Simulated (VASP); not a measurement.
Here is a VASP 6.6.1 calculation.

The input INCAR:

```
SYSTEM = ZrC
PREC = Accurate
ENCUT = 520
EDIFF = 1E-7
ISMEAR = -1
SIGMA = 0.05
LREAL = .False.
LASPH = .True.
NELM = 60
ALGO = Normal
ISIF = 2
LWAVE = .False.
LCHARG = .False.
GGA = PS
NBANDS = 15
```

Contents of KPOINTS:

```
regular mesh
0
Gamma
  15 15 15
  0 0 0
```

Contents of POSCAR:

```
ZrC
1.0
    0.0000000000      2.3502100000      2.3737121000
    2.3502100000      0.0000000000      2.3737121000
    2.3502100000      2.3502100000      0.0000000000
Zr C
1 1
Direct
    0.5000000000      0.5000000000      0.5000000000
    0.0000000000      0.0000000000      0.0000000000
```

Potentials or basis: VASP PAW PBE potentials, release 64 (Zr_sv, C).

The run is started by

```sh
$ cat potpaw_PBE.64/Zr_sv/POTCAR potpaw_PBE.64/C/POTCAR > POTCAR
$ mpirun -np 1 vasp_std > vasp.out
```

Task: Predict the band gap on the k mesh.

Result: Zero (bands 8 and 9 overlap by 1.34 eV).

Task: What does it give for the pressure?

Result: -6.3 GPa.

Stress tensor (GPa, compression positive):
```
-5.20  0.00  0.00
 0.00 -5.20  0.00
 0.00  0.00 -8.54
```

Caveat: the cell differs from its parent crystal (zz strain of +1 %); the cell stands under tension; the PAW data sets were made with another functional, which shifts forces and pressure a little.
